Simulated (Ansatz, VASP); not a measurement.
## One calculation of LiH, two programs

```
Li H
1.0
    -0.06695    2.03139    2.03139
     2.03139   -0.06695    2.03139
     2.03139    2.03139   -0.06695
Li H
1 1
Direct
  0.00000 0.00000 0.00000
  0.50000 0.50000 0.50000
```

Change from the starting cell: epitaxial_111 strain +4.8%.

Alike in both runs: task single point; functional PBE; k mesh 10 × 10 × 10; occupations fermi-dirac, width 0.02 eV; no spin polarisation.

```csv
,VASP,Ansatz
version,VASP 6.6.1,Ansatz 0.2.0
potentials or method,"VASP PAW PBE potentials, release 64 (Li_sv, H)","plane waves, PAW"
plane-wave cutoff (eV),520,420
valence electrons in the cell,4,4
```

Ansatz gave:

| Quantity | Value |
| --- | --- |
| gap on the k mesh at the Fermi level (eV) | 3.04 |

Question: Which values does VASP return?

Answer: gap on the k mesh at the Fermi level (eV): 3.03.

Noted on VASP's run: the cutoff is under 1.25 times that of the potentials, so the pressure is a little rough.
